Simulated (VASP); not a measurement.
TaN, 2 atoms in the cell. The structure is hexagonal, space group P-6m2 (No. 187). The conventional cell has a = 2.950 Å, b = 2.950 Å, c = 2.897 Å, α = 90.00°, β = 90.00°, γ = 120.00°. Ta (site symmetry -6m2) has 6 N at 2.24 Å and 8 Ta at 2.90 to 2.95 Å within 3.0 Å. Within 3.0 Å of N (site symmetry -6m2) lie 6 Ta at 2.24 Å and 8 N at 2.90 to 2.95 Å. 

* Program: VASP 6.6.1
* Task: single point
* Functional: PBE
* Potentials or basis: VASP PAW PBE potentials, release 64 (Ta_pv, N)
* Cutoff: 520 eV
* k mesh: 18 × 18 × 14
* Occupations: fermi-dirac, width 0.15 eV
* Spin: no spin polarisation
* Dipole correction: no
* Further INCAR settings: ALGO = Normal; EDIFF = 1e-06; NBANDS = 15

Potentials or basis: VASP PAW PBE potentials, release 64 (Ta_pv, N).

Run with:

```bash
$ cat potpaw_PBE.64/Ta_pv/POTCAR potpaw_PBE.64/N/POTCAR > POTCAR
$ mpirun -np 1 vasp_std > vasp.out
```

Hardware: 1 thread of Intel(R) Xeon(R) Platinum 8488C (Sapphire Rapids), with other jobs on the host.

Q: How long does it take, and how much memory?

A: It took 43 s on 1 thread of Intel(R) Xeon(R) Platinum 8488C (Sapphire Rapids) (shared host), peak memory 0.22 GiB. Counts: scf iterations 13, k points 296.
